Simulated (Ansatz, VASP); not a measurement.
AgCl: VASP beside Ansatz

```
CELL_PARAMETERS angstrom
3.40578 0.03906 0.03906
0.03906 3.40578 0.03906
0.03906 0.03906 3.40578
ATOMIC_POSITIONS crystal
Ag 0.00000 0.00000 0.00000
Cl 0.50000 0.50000 0.50000
```

Change from the starting cell: epitaxial_111 strain -0.9%.

Alike in both runs: task single point; functional PBE; k mesh 8 × 8 × 8; occupations fermi-dirac, width 0.02 eV; no spin polarisation.

|  | VASP | Ansatz |
| --- | --- | --- |
| version | VASP 6.6.1 | Ansatz 0.2.0 |
| potentials or method | VASP PAW PBE potentials, release 64 (Ag, Cl) | plane waves, PAW |
| plane-wave cutoff (eV) | 520 | 420 |
| valence electrons in the cell | 18 | 26 |

VASP gave:

```
pressure (GPa)                                                : 1.0
traceless stress, the component that is largest in VASP (GPa) : 0.26
```

Problem. Estimate Ansatz's values.

Solution. Pressure (GPa): 1.2; traceless stress, the component that is largest in VASP (GPa): 0.26.

VASP's potentials hold 18 valence electrons a cell and Ansatz's 26, so a difference there can come from the potentials and not from the codes.
